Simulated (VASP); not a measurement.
# K (Fd-3m) in VASP: further runs

Runs on K. Level: PBEsol. Tasks: single point.

Everything below comes from runs of VASP 6.6.1. Logs are shortened: lines on timing, memory, paths and dates and some standing lists are left out, and cuts for length are marked.

## Step 1: The cell of the first run

Symmetry: Fd-3m, No. 227, cubic system. The conventional cell has a = 9.169 Å, b = 9.169 Å, c = 9.169 Å, α = 90.00°, β = 90.00°, γ = 90.00°. Within 5.2 Å of K (site symmetry -43m) lie 4 K at 3.97 Å.

This isn't the form of K at room conditions, which is bcc.

## Step 2: Single point, PBEsol (96.36 Å³/atom)

Contents of INCAR:

```
  ALGO = Normal
  EDIFF = 1E-7
  ENCUT = 520
  GGA = PS
  ISIF = 2
  ISMEAR = -1
  LASPH = T
  LCHARG = F
  LREAL = F
  LWAVE = F
  NBANDS = 16
  NELM = 60
  PREC = Accurate
  SIGMA = 0.1
```

Contents of KPOINTS:

```
k-points
0
Gamma
  7 7 7
```

Contents of POSCAR:

```
K
1.0
    0.0000000000      4.5845224273      4.5845224273
    4.5845224273      0.0000000000      4.5845224273
    4.5845224273      4.5845224273      0.0000000000
K
2
Direct
    0.1250000000      0.1250000000      0.1250000000
    0.8750000000      0.8750000000      0.8750000000
```

Potentials or basis: VASP PAW PBE potentials, release 64 (K_sv).

Started as:

```console
> cat potpaw_PBE.64/K_sv/POTCAR > POTCAR
> mpirun -np 1 vasp_std > vasp.out
```

OUTCAR:

```text
EDIFF = 1E-7
   ENCUT = 520
   GGA = PS
   ISIF = 2
   ISMEAR = -1
   LASPH = T
   LREAL = F
   NELM = 60
   PREC = Accurate

 ion  position               nearest neighbor table
   1  0.125  0.125  0.125-
   2  0.875  0.875  0.875-

  LATTYP: Found a face centered cubic cell.
 ALAT       =     9.1690448546

  Lattice vectors:

 A1 = (   0.0000000000,   4.5845224273,   4.5845224273)
 A2 = (   4.5845224273,   0.0000000000,   4.5845224273)
 A3 = (   4.5845224273,   4.5845224273,   0.0000000000)

Analysis of symmetry for initial positions (statically):
=====================================================================
 Subroutine PRICEL returns:
 Original cell was already a primitive cell.

 Routine SETGRP: Setting up the symmetry group for a
 face centered cubic supercell.

 Subroutine GETGRP returns: Found 48 space group operations
 (whereof 12 operations were pure point group operations)
 out of a pool of 48 trial point group operations.

The static configuration has the point symmetry D_3d.
 The point group associated with its full space group is O_h .

Analysis of symmetry for dynamics (positions and initial velocities):
=====================================================================
 Subroutine PRICEL returns:
 Original cell was already a primitive cell.

 Routine SETGRP: Setting up the symmetry group for a
 face centered cubic supercell.

 Subroutine GETGRP returns: Found 48 space group operations
 (whereof 12 operations were pure point group operations)
 out of a pool of 48 trial point group operations.

The dynamic configuration has the point symmetry D_3d.
 The point group associated with its full space group is O_h .

 Subroutine INISYM returns: Found 48 space group operations
 (whereof 12 operations are pure point group operations),
 and found     1 'primitive' translations

----------------------------------------------------------------------------------------

                                     Primitive cell

  volume of cell :     192.7136

  direct lattice vectors                    reciprocal lattice vectors
     0.000000000  4.584522427  4.584522427    -0.109062614  0.109062614  0.109062614
     4.584522427  0.000000000  4.584522427     0.109062614 -0.109062614  0.109062614
     4.584522427  4.584522427  0.000000000     0.109062614  0.109062614 -0.109062614

  length of vectors
     6.483493794  6.483493794  6.483493794     0.188901989  0.188901989  0.188901989

  position of ions in fractional coordinates (direct lattice)
     0.125000000  0.125000000  0.125000000
     0.875000000  0.875000000  0.875000000

  ion indices of the primitive-cell ions
   primitive index   ion index
                 1           1
                 2           2

----------------------------------------------------------------------------------------

 KPOINTS: k-points

Automatic generation of k-mesh.
 Grid dimensions read from file:
 generate k-points for:    7    7    7

 Generating k-lattice:

  Cartesian coordinates                     Fractional coordinates (reciprocal lattice)
    -0.015580373  0.015580373  0.015580373     0.142857143  0.000000000  0.000000000
     0.015580373 -0.015580373  0.015580373     0.000000000  0.142857143  0.000000000
     0.015580373  0.015580373 -0.015580373     0.000000000  0.000000000  0.142857143

  Length of vectors
     0.026985998  0.026985998  0.026985998

  Shift w.r.t. Gamma in fractional coordinates (k-lattice)
     0.000000000  0.000000000  0.000000000

 Subroutine IBZKPT returns following result:
 ===========================================

 Found     20 irreducible k-points:

 Following reciprocal coordinates:
            Coordinates               Weight
  0.000000  0.000000  0.000000      1.000000
  0.142857  0.000000  0.000000      8.000000
  0.285714  0.000000  0.000000      8.000000
  0.428571  0.000000  0.000000      8.000000
  0.142857  0.142857  0.000000      6.000000
  0.285714  0.142857  0.000000     24.000000
[... 12 lines left out ...]
 -0.428571  0.428571  0.142857     24.000000
 -0.285714  0.428571  0.142857     24.000000
   k-points           NKPTS =     20   k-points in BZ     NKDIM =     20   number of bands    NBANDS=     16
   number of dos      NEDOS =    301   number of ions     NIONS =      2
   total plane-waves  NPLWV = 110592
   dimension x,y,z NGX =    48 NGY =   48 NGZ =   48
   dimension x,y,z NGXF=    96 NGYF=   96 NGZF=   96
   ions per type =               2
   NGX,Y,Z   is equivalent  to a cutoff of  12.31, 12.31, 12.31 a.u.
   NGXF,Y,Z  is equivalent  to a cutoff of  24.62, 24.62, 24.62 a.u.
 SYSTEM =  unknown system
   PREC   = accura    normal or accurate (medium, high low for compatibility)
   ISTART =      0    job   : 0-new  1-cont  2-samecut
   ICHARG =      2    charge: 1-file 2-atom 10-const
   ISPIN  =      1    spin polarized calculation?
   LNONCOLLINEAR =      F non collinear calculations
   LSORBIT =      F    spin-orbit coupling
   LASPH  =      T    aspherical Exc in radial PAW
   ENCUT  =  520.0 eV  38.22 Ry    6.18 a.u.  12.06 12.06 12.06*2*pi/ulx,y,z
   NELM   =     60;   NELMIN=  2; NELMDL= -5     # of ELM steps
   EDIFF  = 0.1E-06   stopping-criterion for ELM
   LREAL  =      F    real-space projection
   EDIFFG = 0.1E-05   stopping-criterion for IOM
   NSW    =      0    number of steps for IOM
   IBRION =     -1    ionic relax: 0-MD 1-quasi-New 2-CG
   NFREE  =      0    steps in history (QN), initial steepest desc. (CG)
   ISIF   =      2    stress and relaxation
   ISYM   =      2    0-nonsym 1-usesym 2-fastsym
   POTIM  = 0.5000    time-step for ionic-motion
   TEBEG  =    0.0;   TEEND  =   0.0 temperature during run
   PSTRESS=    0.0 pullay stress
   NELECT =      18.0000    total number of electrons
   NUPDOWN=      -1.0000    fix difference up-down
   EMIN   =  10.00;   EMAX   =-10.00  energy-range for DOS
   EFERMI =   0.00;   METHOD = LEGACY
   ISMEAR =    -1;   SIGMA  =   0.10  broadening in eV -4-tet -1-fermi 0-gaus
   EFERMI_NEDOS =   21; number of points for ismear=-14 and -15
   IALGO  =     38    algorithm
   IMIX   =      4    mixing-type and parameters
     AMIX     =   0.40;   BMIX     =  1.00
     AMIX_MAG =   1.60;   BMIX_MAG =  1.00
  volume/ion in A,a.u.               =      96.36       650.25
  Fermi-wavevector in a.u.,A,eV,Ry     =   0.742782  1.403655  7.506682  0.551726
  Thomas-Fermi vector in A             =   1.837743
   LORBIT       =      0    0 simple, 1 ext, 2 COOP (PROOUT), +10 PAW based schemes
   GGA     = PS    functional components
   LHFCALC =     F    Hartree Fock is set to
   AEXX    =    0.0000 exact exchange contribution
   IVDW    =     0    specifies the selected vdW correction
   LEPSILON=     F    determine dielectric tensor
   LRPA    =     F    only Hartree local field effects (RPA)
 non-spin polarized calculation
  energy-cutoff  :      520.00
  volume of cell :      192.71
 maximum number of plane-waves:      5210
   NGX = 25   NGY = 25   NGZ = 25

 number of electron      18.0000001 magnetization

 Free energy of the ion-electron system (eV)
  ---------------------------------------------------
  ext. energy  EPLUGINS =         0.00000000
  ---------------------------------------------------
  free energy    TOTEN  =        -1.65690056 eV

  energy without entropy =       -1.60418385  energy(sigma->0) =       -1.63054221

 E-fermi :  -0.6166     XC(G=0):  -5.0182

 val. band max:       -0.6718817989   @ k =  -0.4286   0.1429   0.0000
 cond. band min:      -0.5639722648   @ k =  -0.2857   0.4286   0.1429
 fundamental gap:      0.1079095342
 Fermi energy:        -0.6165940615

 k-point     1 :       0.0000    0.0000    0.0000
  band No.  band energies     occupation
      1     -33.1123      2.00000
      2     -33.0888      2.00000
      3     -16.6887      2.00000
      4     -16.6887      2.00000
      5     -16.6887      2.00000
      6     -16.5984      2.00000
[... 8 lines left out ...]
     15       2.1857      0.00000
     16       2.1857      0.00000

 k-point     2 :       0.1429    0.0000    0.0000
  band No.  band energies     occupation
      1     -33.1114      2.00000
      2     -33.0897      2.00000
      3     -16.6907      2.00000
      4     -16.6907      2.00000
      5     -16.6883      2.00000
      6     -16.5992      2.00000
[... 8 lines left out ...]
     15       2.1353      0.00000
     16       2.3195      0.00000

 k-point     3 :       0.2857    0.0000    0.0000
  band No.  band energies     occupation
      1     -33.1092      2.00000
      2     -33.0919      2.00000
      3     -16.6948      2.00000
      4     -16.6948      2.00000
      5     -16.6874      2.00000
      6     -16.6012      2.00000
[... 8 lines left out ...]
     15       2.0968      0.00000
     16       2.5798      0.00000

 k-point     4 :       0.4286    0.0000    0.0000
  band No.  band energies     occupation
      1     -33.1068      2.00000
      2     -33.0943      2.00000
      3     -16.6979      2.00000
      4     -16.6979      2.00000
      5     -16.6867      2.00000
      6     -16.6027      2.00000
[... 8 lines left out ...]
     15       2.0660      0.00000
     16       2.8224      0.00000
[... 248 lines left out ...]
 k-point    18 :      -0.4286    0.2857    0.1429
  band No.  band energies     occupation
      1     -33.1047      2.00000
      2     -33.0964      2.00000
      3     -16.7077      2.00000
      4     -16.7026      2.00000
      5     -16.6670      2.00000
      6     -16.6219      2.00000
[... 8 lines left out ...]
     15       2.4010      0.00000
     16       2.7803      0.00000

 k-point    19 :      -0.4286    0.4286    0.1429
  band No.  band energies     occupation
      1     -33.1029      2.00000
      2     -33.0982      2.00000
      3     -16.7083      2.00000
      4     -16.7067      2.00000
      5     -16.6551      2.00000
      6     -16.6342      2.00000
[... 8 lines left out ...]
     15       2.6164      0.00000
     16       2.8131      0.00000

 k-point    20 :      -0.2857    0.4286    0.1429
  band No.  band energies     occupation
      1     -33.1022      2.00000
      2     -33.0989      2.00000
      3     -16.7095      2.00000
      4     -16.7061      2.00000
      5     -16.6540      2.00000
      6     -16.6351      2.00000
[... 8 lines left out ...]
     15       2.4362      0.00000
     16       2.6551      0.00000

------------------------ aborting loop because EDIFF is reached ----------------------------------------

  FORCE on cell =-STRESS in cart. coord.  units (eV):
  Direction    XX          YY          ZZ          XY          YZ          ZX
  --------------------------------------------------------------------------------------
  -------------------------------------------------------------------------------------
  Total        0.1463194      0.1463194      0.1463194      0.0000000      0.0000000      0.0000000
  in kB        1.2164669      1.2164669      1.2164669      0.0000000      0.0000000      0.0000000
  external PRESSURE =       1.2164669 kB  Pullay stress =       0.0000000 kB

 VOLUME and BASIS-vectors are now :
 -----------------------------------------------------------------------------
  energy-cutoff  :      520.00
  volume of cell :      192.71
      direct lattice vectors                 reciprocal lattice vectors
     0.000000000  4.584522427  4.584522427    -0.109062614  0.109062614  0.109062614
     4.584522427  0.000000000  4.584522427     0.109062614 -0.109062614  0.109062614
     4.584522427  4.584522427  0.000000000     0.109062614  0.109062614 -0.109062614

 POSITION                                       TOTAL-FORCE (eV/Angst)
 -----------------------------------------------------------------------------------
      1.14613      1.14613      1.14613         0.000000      0.000000      0.000000
      8.02291      8.02291      8.02291        -0.000000     -0.000000     -0.000000
 -----------------------------------------------------------------------------------
    total drift:                                0.000000      0.000000      0.000000

  FREE ENERGIE OF THE ION-ELECTRON SYSTEM (eV)
  ---------------------------------------------------
  free  energy   TOTEN  =        -1.6569005637 eV

  energy  without entropy=       -1.6041838495  energy(sigma->0) =       -1.63054221
```

Wall time 2.2 min (1 thread of Intel Xeon 8259CL, shared host); peak memory 0.32 GiB.

Results:

| Quantity | Value |
| --- | --- |
| Free energy | -1.6569 eV |
| Pressure | 0.1 GPa |
| Band gap on the k mesh | zero (bands 9 and 10 overlap by 0.14 eV) |

Levels at points of the mesh, in eV from the Fermi level:
```tsv
k point	band 5	band 6	band 7	band 8	band 9	band 10	band 11	band 12	band 13	band 14
(0.00, 0.00, 0.00)	-16.07	-15.98	-15.98	-15.98	-1.85	2.46	2.46	2.46	2.76	2.76
```

Caveat: the PAW data sets were made with another functional, which shifts forces and pressure a little.

[end of part 1 of 2]

The gap in the log of VASP goes by the Fermi energy; the results here count the filled bands.